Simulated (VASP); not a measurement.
Mg3Si:

```
CELL_PARAMETERS angstrom
-2.52341 2.52341 2.56328
2.52341 -2.52341 2.56328
2.52341 2.52341 -2.56328
ATOMIC_POSITIONS crystal
Mg 0.00000 0.00000 0.00000
Mg 0.75000 0.25000 0.50000
Mg 0.25000 0.75000 0.50000
Si 0.50000 0.50000 0.00000
```

The cell was generated, and may not be a known phase.

```yaml
Program: VASP 6.6.1
Task: relaxation of cell and atoms
Functional: PBE
Potentials_or_basis: VASP PAW PBE potentials, release 64 (Mg, Si)
Cutoff: 600 eV
k_mesh: 6 × 6 × 6
Occupations: gaussian, width 0.1 eV
Spin: no spin polarisation
```

At the start: pressure 18.2 GPa; volume 16.32 Å³/atom.

Q: Where does the relaxation end?

A: Over 9 steps the energy falls by 258.9 meV/atom and the volume is 20.13 Å³/atom (+23.3 %); space group I4/mmm (No. 139, to 0.1 Å) before and after.

The path:
| step | energy change (eV) | largest force (eV/Å) | pressure (GPa) | volume (Å³) |
| --- | --- | --- | --- | --- |
| 1 | 0.0000 | 0.0000 | 18.20 | 65.29 |
| 2 | -0.9980 | 0.0000 | -1.35 | 84.15 |
| 3 | -1.0026 | 0.0000 | -0.33 | 82.26 |
| 4 | -1.0028 | 0.0000 | -0.57 | 82.68 |
| 5 | -1.0137 | 0.0000 | -0.30 | 81.92 |
| 6 | -1.0260 | 0.0000 | 0.32 | 80.40 |
| 7 | -1.0176 | 0.0000 | 1.94 | 77.29 |
| 8 | -1.0289 | 0.0000 | 0.77 | 79.42 |
| 9 | -1.0357 | 0.0000 | 0.00 | 80.53 |

Final structure:
```cif
data_structure
_symmetry_space_group_name_H-M 'P 1'
_symmetry_Int_Tables_number 1
_cell_length_a 4.7494
_cell_length_b 4.7494
_cell_length_c 4.7494
_cell_angle_alpha 114.852
_cell_angle_beta 114.852
_cell_angle_gamma 99.174
_cell_volume 80.53
loop_
_atom_site_label
_atom_site_type_symbol
_atom_site_fract_x
_atom_site_fract_y
_atom_site_fract_z
_atom_site_occupancy
Mg1 Mg 0.00000 0.00000 0.00000 1
Mg2 Mg 0.75000 0.25000 0.50000 1
Mg3 Mg 0.25000 0.75000 0.50000 1
Si1 Si 0.50000 0.50000 0.00000 1
```

Caveat: the volume moved by over 15 % at a fixed basis, so the end points are rough.
